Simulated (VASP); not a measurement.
AlAu, 2 atoms in the cell. Symmetry: Pm-3m, No. 221, cubic system. Conventional cell: a = 3.220 Å, b = 3.220 Å, c = 3.220 Å, α = 90.00°, β = 90.00°, γ = 90.00°. Within 3.7 Å of Al (site symmetry m-3m) lie 8 Au at 2.79 Å and 6 Al at 3.22 Å. Within 3.7 Å of Au (site symmetry m-3m) lie 8 Al at 2.79 Å and 6 Au at 3.22 Å. 

- Program: VASP 6.6.1
- Task: relaxation of cell and atoms
- Functional: LDA
- Potentials or basis: VASP PAW LDA potentials, release 64 (Al, Au)
- Cutoff: 600 eV
- k mesh: 6 × 6 × 6
- Occupations: gaussian, width 0.05 eV
- Spin: no spin polarisation
- Dipole correction: no
- Further INCAR settings: ALGO = Normal; EDIFF = 1e-06; IBRION = 2; EDIFFG = -0.03; NSW = 80; ISIF = 3

Potentials or basis: VASP PAW LDA potentials, release 64 (Al, Au).

Command:

```sh
$ cat potpaw_LDA.64/Al/POTCAR potpaw_LDA.64/Au/POTCAR > POTCAR
$ mpirun -np 1 vasp_std > vasp.out
```

Hardware: 1 thread of Intel Xeon 6975P-C, on a shared host.

Question: How long does it take, and how much memory?

Answer: Run time: 13 s on 1 thread of Intel Xeon 6975P-C, with other jobs on the host, peak memory 0.15 GiB. Counts: scf iterations 28, k points 20, ion steps 3.
